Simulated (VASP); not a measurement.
Ru:

```
CELL_PARAMETERS angstrom
2.72222 0.00000 0.00000
-1.36111 2.35751 0.00000
0.00000 0.00000 4.29731
ATOMIC_POSITIONS crystal
Ru 0.33333 0.66667 0.25000
Ru 0.66667 0.33333 0.75000
```

Base run:

| Property | Result |
| --- | --- |
| Program | VASP 6.6.1 |
| Functional | PBE |
| Potentials or basis | VASP PAW PBE potentials, release 64 (Ru_pv) |
| Cutoff | 500 eV |
| k mesh | 18 × 18 × 10 |
| Occupations | fermi-dirac, width 0.15 eV |
| Spin | no spin polarisation |

Its results: band gap on the k mesh zero (band 14 reaches 14.01 eV, above the bottom of band 15 at 10.96 eV); pressure -0.1 GPa.

**Question.** The run is repeated on the same cell with these changes: cutoff from 500 eV to 400 eV; further incar settings from ALGO = Normal; EDIFF = 1e-06; NBANDS = 21 to ALGO = Normal; EDIFF = 1e-08; NBANDS = 21. What comes out?

**Answer.** Band gap on the k mesh zero (band 14 reaches 14.02 eV, above the bottom of band 15 at 10.96 eV); pressure -1.0 GPa.
